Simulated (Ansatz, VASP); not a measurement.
**InP3 in VASP and in Ansatz**

File POSCAR:

```
InP3
1.0
    3.8911589216      2.2465616508      3.3692519481
   -3.8911589216      2.2465616508      3.3692519481
    0.0000000000     -4.4931233017      3.3692519481
In P
2 6
Direct
    0.2702520051      0.2702520051      0.2702520051
    0.7297479949      0.7297479949      0.7297479949
    0.7982893833      0.2446976833      0.7982893833
    0.7982893833      0.7982893833      0.2446976833
    0.2446976833      0.7982893833      0.7982893833
    0.2017106167      0.7553023167      0.2017106167
    0.7553023167      0.2017106167      0.2017106167
    0.2017106167      0.2017106167      0.7553023167
```

Contents of INCAR.step1:

```
PREC = Accurate
ENCUT = 550
ISMEAR = 0
SIGMA = 0.15
LREAL = F
LASPH = T
NELM = 120
NBANDS = 38
GGA = PE
ALGO = Normal
EDIFF = 1E-5
LWAVE = T
LCHARG = F
GGA_COMPAT = F
```

Contents of INCAR.step2:

```
PREC = Accurate
ENCUT = 550
EDIFF = 1E-6
ISMEAR = 0
SIGMA = 0.15
LREAL = F
LASPH = T
NELM = 120
ALGO = Normal
ISIF = 2
LWAVE = F
LCHARG = T
METAGGA = R2SCAN
LMIXTAU = T
LELF = T
LVHAR = T
NBANDS = 38
ISTART = 1
GGA_COMPAT = F
```

The input KPOINTS:

```
Automatic mesh
0
Gamma
  6 6 6
```

Input for Ansatz:

```yaml
crystal:
  lattice:
    - [3.8911589216, 2.2465616508, 3.3692519481]
    - [-3.8911589216, 2.2465616508, 3.3692519481]
    - [0.0, -4.4931233017, 3.3692519481]
  atoms:
    - { symbol: In, position: [0.2702520051, 0.2702520051, 0.2702520051] }
    - { symbol: In, position: [0.7297479949, 0.7297479949, 0.7297479949] }
    - { symbol: P, position: [0.7982893833, 0.2446976833, 0.7982893833] }
    - { symbol: P, position: [0.7982893833, 0.7982893833, 0.2446976833] }
    - { symbol: P, position: [0.2446976833, 0.7982893833, 0.7982893833] }
    - { symbol: P, position: [0.2017106167, 0.7553023167, 0.2017106167] }
    - { symbol: P, position: [0.7553023167, 0.2017106167, 0.2017106167] }
    - { symbol: P, position: [0.2017106167, 0.2017106167, 0.7553023167] }
basis:
  ecutwfc: 500
kpoints:
  mp_grid: { grid: [6, 6, 6] }
hamiltonian:
  xc: r2scan
scf:
  occupations: { method: gaussian, width: 0.15 }
output:
  forces: true
  stress: true
  eigenvalues: true
```

Change from the starting cell: strain +0.040 along x and y, +0.000 along z, atoms carried along.

Alike in both runs: task single point; functional r2SCAN; k mesh 6 × 6 × 6; occupations gaussian, width 0.15 eV; no spin polarisation.

|  | VASP | Ansatz |
| --- | --- | --- |
| version | VASP 6.6.1 | Ansatz 0.2.0 |
| potentials or method | VASP PAW PBE potentials, release 64 (In_d, P), cutoff 550 eV | scalar-relativistic, plane waves, PAW |
| valence electrons in the cell | 56 | 56 |

|  | VASP | Ansatz | Ansatz less VASP |
| --- | --- | --- | --- |
| gap on the k mesh at the Fermi level (eV) | none | none | - |
| pressure (GPa) | -6.3 | -6.0 | +0.25 |
| traceless stress, the component that is largest in VASP (GPa) | 3.25 | 3.17 | -0.080 |
| rms of the force components (eV/Å) | 0.339 | 0.304 | -0.0346 |

VASP's potentials were made for PBE, not for r2SCAN. Atom by atom the forces differ by 0.036 eV/Å (rms over components). A gap of «none» marks a metal or a gap that the smearing closes.
